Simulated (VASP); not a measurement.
# ZrSi2 (Cmcm) in VASP: notebook

ZrSi2 is run at these levels: PBE; tasks: single point.

Everything below comes from runs of VASP 6.6.1. Logs are shortened: lines on timing, memory, paths and dates and some standing lists are left out, and cuts for length are marked.

**1. The cell of the first run**

It takes space group Cmcm (No. 63, orthorhombic). Conventional cell: a = 3.681 Å, b = 14.636 Å, c = 3.647 Å, α = 90.00°, β = 90.00°, γ = 90.00°. Within 3.7 Å of Zr (site symmetry m2m) lie 10 Si at 2.71 to 2.95 Å and 6 Zr at 3.58 to 3.68 Å. Within 3.5 Å of Si (site symmetry m2m) lie 8 Si at 2.59 to 3.43 Å and 4 Zr at 2.79 to 2.81 Å. Within 3.1 Å of Si (site symmetry m2m) lie 2 Si at 2.38 Å and 6 Zr at 2.71 to 2.95 Å.

**2. Single point, PBE**

Contents of INCAR:

```
PREC = Accurate
ENCUT = 520
EDIFF = 1E-7
ISMEAR = -1
SIGMA = 0.05
LREAL = False
LASPH = True
NELM = 60
ALGO = Normal
ISIF = 2
LWAVE = False
LCHARG = True
GGA = PE
LELF = True
LVHAR = True
NBANDS = 29
```

Contents of KPOINTS:

```
regular mesh
0
Gamma
  7 7 7
```

Contents of POSCAR:

```
ZrSi2
1.0
    1.8405633837     -7.3180522014      0.0000000000
    1.8405633837      7.3180522014      0.0000000000
    0.0000000000      0.0000000000      3.6473549621
Zr Si
2 4
Direct
    0.1054000000      0.8946000000      0.2500000000
    0.8946000000      0.1054000000      0.7500000000
    0.7504000000      0.2496000000      0.2500000000
    0.2496000000      0.7504000000      0.7500000000
    0.4478000000      0.5522000000      0.2500000000
    0.5522000000      0.4478000000      0.7500000000
```

Potentials or basis: VASP PAW PBE potentials, release 64 (Zr_sv, Si).

Command:

```sh
cat potpaw_PBE.64/Zr_sv/POTCAR potpaw_PBE.64/Si/POTCAR > POTCAR
mpirun -np 1 vasp_std > vasp.out
```

OUTCAR:

```text
PREC = Accurate
   ENCUT = 520
   EDIFF = 1E-7
   ISMEAR = -1
   LREAL = False
   LASPH = True
   NELM = 60
   ISIF = 2
   GGA = PE

 ion  position               nearest neighbor table
   1  0.105  0.895  0.250-   6 2.71   6 2.71   6 2.71   6 2.71   4 2.79   4 2.79   3 2.81   3 2.81
                             5 2.95   5 2.95   2 3.58   2 3.58
   2  0.895  0.105  0.750-   5 2.71   5 2.71   5 2.71   5 2.71   3 2.79   3 2.79   4 2.81   4 2.81
                             6 2.95   6 2.95   1 3.58   1 3.58
   3  0.750  0.250  0.250-   4 2.59   4 2.59   4 2.59   4 2.59   2 2.79   2 2.79   1 2.81   1 2.81

   4  0.250  0.750  0.750-   3 2.59   3 2.59   3 2.59   3 2.59   1 2.79   1 2.79   2 2.81   2 2.81

   5  0.448  0.552  0.250-   6 2.38   6 2.38   2 2.71   2 2.71   2 2.71   2 2.71   1 2.95   1 2.95

   6  0.552  0.448  0.750-   5 2.38   5 2.38   1 2.71   1 2.71   1 2.71   1 2.71   2 2.95   2 2.95

  LATTYP: Found a base centered orthorhombic cell.
 ALAT       =     3.6811267674
 B/A-ratio  =     3.9759848893
 C/A-ratio  =     0.9908256880

  Lattice vectors:

 A1 = (   1.8405633837,  -7.3180522014,   0.0000000000)
 A2 = (   1.8405633837,   7.3180522014,   0.0000000000)
 A3 = (   0.0000000000,   0.0000000000,   3.6473549621)

Analysis of symmetry for initial positions (statically):
=====================================================================
 Subroutine PRICEL returns:
 Original cell was already a primitive cell.

 Routine SETGRP: Setting up the symmetry group for a
 base centered orthorhombic supercell.

 Subroutine GETGRP returns: Found  8 space group operations
 (whereof  4 operations were pure point group operations)
 out of a pool of  8 trial point group operations.

The static configuration has the point symmetry C_2h.
 The point group associated with its full space group is D_2h.

Analysis of symmetry for dynamics (positions and initial velocities):
=====================================================================
 Subroutine PRICEL returns:
 Original cell was already a primitive cell.

 Routine SETGRP: Setting up the symmetry group for a
 base centered orthorhombic supercell.

 Subroutine GETGRP returns: Found  8 space group operations
 (whereof  4 operations were pure point group operations)
 out of a pool of  8 trial point group operations.

The dynamic configuration has the point symmetry C_2h.
 The point group associated with its full space group is D_2h.

 Subroutine INISYM returns: Found  8 space group operations
 (whereof  4 operations are pure point group operations),
 and found     1 'primitive' translations

----------------------------------------------------------------------------------------

                                     Primitive cell

  volume of cell :      98.2549

  direct lattice vectors                    reciprocal lattice vectors
     1.840563384 -7.318052201  0.000000000     0.271655953 -0.068324191  0.000000000
     1.840563384  7.318052201  0.000000000     0.271655953  0.068324191  0.000000000
     0.000000000  0.000000000  3.647354962     0.000000000  0.000000000  0.274171286

  length of vectors
     7.545963265  7.545963265  3.647354962     0.280116319  0.280116319  0.274171286

  position of ions in fractional coordinates (direct lattice)
     0.105400000  0.894600000  0.250000000
     0.894600000  0.105400000  0.750000000
     0.750400000  0.249600000  0.250000000
     0.249600000  0.750400000  0.750000000
     0.447800000  0.552200000  0.250000000
     0.552200000  0.447800000  0.750000000

  ion indices of the primitive-cell ions
   primitive index   ion index
                 1           1
                 2           2
                 3           3
                 4           4
                 5           5
                 6           6

----------------------------------------------------------------------------------------

 KPOINTS: regular mesh

Automatic generation of k-mesh.
 Grid dimensions read from file:
 generate k-points for:    7    7    7

 Generating k-lattice:

  Cartesian coordinates                     Fractional coordinates (reciprocal lattice)
     0.038807993 -0.009760599  0.000000000     0.142857143 -0.000000000  0.000000000
     0.038807993  0.009760599  0.000000000    -0.000000000  0.142857143  0.000000000
     0.000000000  0.000000000  0.039167327     0.000000000  0.000000000  0.142857143

  Length of vectors
     0.040016617  0.040016617  0.039167327

  Shift w.r.t. Gamma in fractional coordinates (k-lattice)
     0.000000000  0.000000000  0.000000000

 Subroutine IBZKPT returns following result:
 ===========================================

 Found     64 irreducible k-points:

 Following reciprocal coordinates:
            Coordinates               Weight
  0.000000  0.000000  0.000000      1.000000
  0.142857 -0.000000  0.000000      4.000000
  0.285714 -0.000000  0.000000      4.000000
  0.428571 -0.000000  0.000000      4.000000
  0.142857  0.142857  0.000000      2.000000
  0.285714  0.142857  0.000000      4.000000
[... 16 lines left out ...]
  0.428571  0.142857  0.142857      8.000000
 -0.428571  0.142857  0.142857      8.000000
 [... further k-points ...]
   k-points           NKPTS =     64   k-points in BZ     NKDIM =     64   number of bands    NBANDS=     29
   number of dos      NEDOS =    301   number of ions     NIONS =      6
   total plane-waves  NPLWV =  87808
   dimension x,y,z NGX =    56 NGY =   56 NGZ =   28
   dimension x,y,z NGXF=   112 NGYF=  112 NGZF=   56
   ions per type =               2   4
   NGX,Y,Z   is equivalent  to a cutoff of  12.34, 12.34, 12.76 a.u.
   NGXF,Y,Z  is equivalent  to a cutoff of  24.67, 24.67, 25.52 a.u.
 SYSTEM =  unknown system
   PREC   = accura    normal or accurate (medium, high low for compatibility)
   ISTART =      0    job   : 0-new  1-cont  2-samecut
   ICHARG =      2    charge: 1-file 2-atom 10-const
   ISPIN  =      1    spin polarized calculation?
   LNONCOLLINEAR =      F non collinear calculations
   LSORBIT =      F    spin-orbit coupling
   LASPH  =      T    aspherical Exc in radial PAW
   ENCUT  =  520.0 eV  38.22 Ry    6.18 a.u.  14.03 14.03  6.78*2*pi/ulx,y,z
   NELM   =     60;   NELMIN=  2; NELMDL= -5     # of ELM steps
   EDIFF  = 0.1E-06   stopping-criterion for ELM
   LREAL  =      F    real-space projection
   EDIFFG = 0.1E-05   stopping-criterion for IOM
   NSW    =      0    number of steps for IOM
   IBRION =     -1    ionic relax: 0-MD 1-quasi-New 2-CG
   NFREE  =      0    steps in history (QN), initial steepest desc. (CG)
   ISIF   =      2    stress and relaxation
   ISYM   =      2    0-nonsym 1-usesym 2-fastsym
   POTIM  = 0.5000    time-step for ionic-motion
   TEBEG  =    0.0;   TEEND  =   0.0 temperature during run
   PSTRESS=    0.0 pullay stress
   NELECT =      40.0000    total number of electrons
   NUPDOWN=      -1.0000    fix difference up-down
   EMIN   =  10.00;   EMAX   =-10.00  energy-range for DOS
   EFERMI =   0.00;   METHOD = LEGACY
   ISMEAR =    -1;   SIGMA  =   0.05  broadening in eV -4-tet -1-fermi 0-gaus
   EFERMI_NEDOS =   21; number of points for ismear=-14 and -15
   IALGO  =     38    algorithm
   IMIX   =      4    mixing-type and parameters
     AMIX     =   0.40;   BMIX     =  1.00
     AMIX_MAG =   1.60;   BMIX_MAG =  1.00
  volume/ion in A,a.u.               =      16.38       110.51
  Fermi-wavevector in a.u.,A,eV,Ry     =   1.213324  2.292850 20.029881  1.472155
  Thomas-Fermi vector in A             =   2.348780
   LORBIT       =      0    0 simple, 1 ext, 2 COOP (PROOUT), +10 PAW based schemes
   GGA     = PE    functional components
   LHFCALC =     F    Hartree Fock is set to
   AEXX    =    0.0000 exact exchange contribution
   IVDW    =     0    specifies the selected vdW correction
   LEPSILON=     F    determine dielectric tensor
   LRPA    =     F    only Hartree local field effects (RPA)
 non-spin polarized calculation
  energy-cutoff  :      520.00
  volume of cell :       98.25
 maximum number of plane-waves:      2667
   NGX = 29   NGY = 29   NGZ = 13

 number of electron      39.9999999 magnetization

 Free energy of the ion-electron system (eV)
  ---------------------------------------------------
  ext. energy  EPLUGINS =         0.00000000
  ---------------------------------------------------
  free energy    TOTEN  =       -42.68584375 eV

  energy without entropy =      -42.67697597  energy(sigma->0) =      -42.68140986

 E-fermi :  10.2596     XC(G=0): -11.3620

 val. band max:       10.2587434230   @ k =   0.0000   0.0000   0.0000
 cond. band min:      10.2833794816   @ k =   0.4286   0.4286   0.2857
 fundamental gap:      0.0246360586
 Fermi energy:        10.2595741585

 k-point     1 :       0.0000    0.0000    0.0000
  band No.  band energies     occupation
      1     -38.4174      2.00000
      2     -38.4036      2.00000
      3     -16.6779      2.00000
      4     -16.5231      2.00000
      5     -16.4987      2.00000
      6     -16.4971      2.00000
[... 21 lines left out ...]
     28      13.2980      0.00000
     29      14.3654      0.00000

 k-point     2 :       0.1429   -0.0000    0.0000
  band No.  band energies     occupation
      1     -38.4155      2.00000
      2     -38.4018      2.00000
      3     -16.6701      2.00000
      4     -16.5619      2.00000
      5     -16.5334      2.00000
      6     -16.4947      2.00000
[... 21 lines left out ...]
     28      13.4579      0.00000
     29      14.3021      0.00000

 k-point     3 :       0.2857   -0.0000    0.0000
  band No.  band energies     occupation
      1     -38.4111      2.00000
      2     -38.3977      2.00000
      3     -16.6568      2.00000
      4     -16.6433      2.00000
      5     -16.6100      2.00000
      6     -16.4897      2.00000
[... 21 lines left out ...]
     28      13.8372      0.00000
     29      14.9057      0.00000

 k-point     4 :       0.4286   -0.0000    0.0000
  band No.  band energies     occupation
      1     -38.4075      2.00000
      2     -38.3945      2.00000
      3     -16.7164      2.00000
      4     -16.6713      2.00000
      5     -16.6361      2.00000
      6     -16.4858      2.00000
[... 21 lines left out ...]
     28      13.7731      0.00000
     29      14.1310      0.00000

 k-point     5 :       0.1429    0.1429    0.0000
  band No.  band energies     occupation
      1     -38.4111      2.00000
      2     -38.3977      2.00000
      3     -16.6569      2.00000
      4     -16.6449      2.00000
      5     -16.6103      2.00000
      6     -16.4876      2.00000
[... 21 lines left out ...]
     28      14.0739      0.00000
     29      14.5378      0.00000
[... 510 lines left out ...]
     28      14.1766      0.00000
     29      14.2054      0.00000

 k-point    22 :       0.2857    0.1429    0.1429
  band No.  band energies     occupation
      1     -38.4049      2.00000
      2     -38.3931      2.00000
      3     -16.7076      2.00000
      4     -16.6670      2.00000
      5     -16.6288      2.00000
      6     -16.5067      2.00000
[... 21 lines left out ...]
     28      14.1835      0.00000
     29      14.5076      0.00000

 k-point    23 :       0.4286    0.1429    0.1429
  band No.  band energies     occupation
      1     -38.4049      2.00000
      2     -38.3932      2.00000
      3     -16.7082      2.00000
      4     -16.6669      2.00000
      5     -16.6256      2.00000
      6     -16.5090      2.00000
[... 21 lines left out ...]
     28      14.3202      0.00000
     29      14.8297      0.00000

 k-point    24 :      -0.4286    0.1429    0.1429
  band No.  band energies     occupation
      1     -38.4083      2.00000
      2     -38.3965      2.00000
      3     -16.6490      2.00000
      4     -16.6307      2.00000
      5     -16.6061      2.00000
      6     -16.5166      2.00000
[... 21 lines left out ...]
     28      13.8209      0.00000
     29      14.7420      0.00000

 [... further k-points ...]
[... 5 lines left out ...]
  --------------------------------------------------------------------------------------
  -------------------------------------------------------------------------------------
  Total        1.8074590      2.5002421      2.5193321      0.0000000      0.0000000      0.0000000
  in kB       29.4730269     40.7697766     41.0810650      0.0000000      0.0000000      0.0000000
  external PRESSURE =      37.1079562 kB  Pullay stress =       0.0000000 kB

 VOLUME and BASIS-vectors are now :
 -----------------------------------------------------------------------------
  energy-cutoff  :      520.00
  volume of cell :       98.25
      direct lattice vectors                 reciprocal lattice vectors
     1.840563384 -7.318052201  0.000000000     0.271655953 -0.068324191  0.000000000
     1.840563384  7.318052201  0.000000000     0.271655953  0.068324191  0.000000000
     0.000000000  0.000000000  3.647354962     0.000000000  0.000000000  0.274171286

 POSITION                                       TOTAL-FORCE (eV/Angst)
 -----------------------------------------------------------------------------------
      1.84056      5.77541      0.91184         0.000000      0.053640      0.000000
      1.84056     -5.77541      2.73552         0.000000     -0.053640      0.000000
      1.84056     -3.66488      0.91184         0.000000      0.085359     -0.000000
      1.84056      3.66488      2.73552         0.000000     -0.085359     -0.000000
      1.84056      0.76400      0.91184         0.000000      0.235169      0.000000
      1.84056     -0.76400      2.73552         0.000000     -0.235169      0.000000
 -----------------------------------------------------------------------------------
    total drift:                                0.000000      0.000000     -0.000000

  FREE ENERGIE OF THE ION-ELECTRON SYSTEM (eV)
  ---------------------------------------------------
  free  energy   TOTEN  =       -42.6858437526 eV

  energy  without entropy=      -42.6769759689  energy(sigma->0) =      -42.68140986
```

It took 3.7 min on 1 thread of Intel Xeon Platinum 8259CL at 2.50GHz (Skylake/Cascade Lake), shared host; peak memory 0.36 GiB.

What came out:

| Item | Value |
| --- | --- |
| Free energy | -42.6858 eV |
| Pressure | 3.7 GPa |
| Largest force | 0.235 eV/Å |
| Band gap on the k mesh | zero (bands 20 and 21 overlap by 0.79 eV) |

Forces on the atoms (eV/Å):
```
Zr   0.000  0.054  0.000
Zr   0.000 -0.054  0.000
Si   0.000  0.085  0.000
Si   0.000 -0.085  0.000
Si   0.000  0.235  0.000
Si   0.000 -0.235  0.000
```

Levels at points of the mesh, in eV from the Fermi level:
```tsv
k point	band 17	band 18	band 19	band 20	band 21	band 22	band 23	band 24
(0.00, 0.00, 0.00)	-2.40	-2.40	-2.32	0.00	1.17	1.41	1.46	1.67
```

Caveat: the cell stands under pressure.

**3. Single point, PBE**

This run uses another cell than the first one, of 16.71 Å³/atom.

Contents of INCAR:

```
SYSTEM = ZrSi2
  ALGO = Normal
  EDIFF = 1E-6
  ENCUT = 520
  GGA = PE
  ISIF = 2
  ISMEAR = -1
  LASPH = .TRUE.
  LCHARG = .FALSE.
  LREAL = .FALSE.
  LWAVE = .FALSE.
  NBANDS = 29
  NELM = 80
  PREC = Accurate
  SIGMA = 0.05
```

Contents of KPOINTS:

```
k-points
0
G
  7 7 7
  0 0 0
```

POSCAR, as its differences from that of step 2:

```diff
@@ -2,5 +2,5 @@
 1.0
-    1.8405633837     -7.3180522014      0.0000000000
-    1.8405633837      7.3180522014      0.0000000000
-    0.0000000000      0.0000000000      3.6473549621
+    1.8530000000     -7.3675000000      0.0000000000
+    1.8530000000      7.3675000000      0.0000000000
+    0.0000000000      0.0000000000      3.6720000000
 Zr Si
```

Potentials or basis: VASP PAW PBE potentials, release 64 (Zr_sv, Si).

Command:

```sh
cat potpaw_PBE.64/Zr_sv/POTCAR potpaw_PBE.64/Si/POTCAR > POTCAR
mpirun -np 1 vasp_std > vasp.out
```

It took 3.8 min on 1 thread of Intel Xeon Platinum 8259CL at 2.50GHz (Skylake/Cascade Lake), shared host; peak memory 0.39 GiB.

Results (log left out):

- Free energy: -42.7149 eV
- Pressure: 0.9 GPa
- Largest force: 0.172 eV/Å
- Band gap on the k mesh: zero (bands 20 and 21 overlap by 0.71 eV)

Forces in eV/Å, atoms in the order of the input:
```
Zr   0.000  0.014  0.000
Zr   0.000 -0.014  0.000
Si   0.000  0.081  0.000
Si   0.000 -0.081  0.000
Si   0.000  0.172  0.000
Si   0.000 -0.172  0.000
```

Stress tensor (GPa, compression positive):
```
0.18 0.00 0.00
0.00 1.49 0.00
0.00 0.00 1.01
```

Levels at points of the mesh, in eV from the Fermi level:
```csv
k point,band 17,band 18,band 19,band 20,band 21,band 22,band 23,band 24
"(0.00, 0.00, 0.00)",-2.39,-2.33,-2.29,-0.05,1.15,1.44,1.44,1.65
```

**4. Single point, PBE**

This run uses another cell than the first one, of 16.71 Å³/atom.

Contents of INCAR:

```
ALGO     = Normal         # electronic algorithm
EDIFF    = 1E-6           # SCF threshold, eV
ENCUT    = 520            # plane-wave cutoff, eV
GGA      = PE             # functional
ISIF     = 2              # what is computed and relaxed
ISMEAR   = -1             # smearing method
LASPH    = True           # aspherical terms in the spheres
LCHARG   = False          # write CHGCAR
LREAL    = False          # projectors in reciprocal space
LWAVE    = False          # write WAVECAR
NBANDS   = 29             # bands
NELM     = 80             # most SCF steps
PREC     = Accurate       # precision mode
SIGMA    = 0.05           # smearing width, eV
```

Contents of KPOINTS:

```
k-points
0
Gamma
  7 7 7
```

POSCAR is that of step 3.

Command:

```sh
cat potpaw_PBE.64/Zr_sv/POTCAR potpaw_PBE.64/Si/POTCAR > POTCAR
mpirun -np 1 vasp_std > vasp.out
```

It took 3.8 min on 1 thread of Intel Xeon Platinum 8259CL at 2.50GHz (Skylake/Cascade Lake), shared host; peak memory 0.39 GiB.

It converged, with:

- Free energy: -42.7149 eV
- Pressure: 0.9 GPa
- Largest force: 0.172 eV/Å
- Band gap on the k mesh: zero (bands 20 and 21 overlap by 0.71 eV)

Forces on the atoms (eV/Å):
```
Zr   0.000  0.014  0.000
Zr   0.000 -0.014  0.000
Si   0.000  0.081  0.000
Si   0.000 -0.081  0.000
Si   0.000  0.172  0.000
Si   0.000 -0.172  0.000
```

Stress tensor (GPa, compression positive):
```
0.18 0.00 0.00
0.00 1.49 0.00
0.00 0.00 1.01
```

Levels at points of the mesh, in eV from the Fermi level:
| k point | band 18 | band 19 | band 20 | band 21 | band 22 | band 23 |
| --- | --- | --- | --- | --- | --- | --- |
| (0.00, 0.00, 0.00) | -2.33 | -2.29 | -0.05 | 1.15 | 1.44 | 1.44 |

[end of part 1 of 2]

The gap in the log of VASP goes by the Fermi energy; the results here count the filled bands.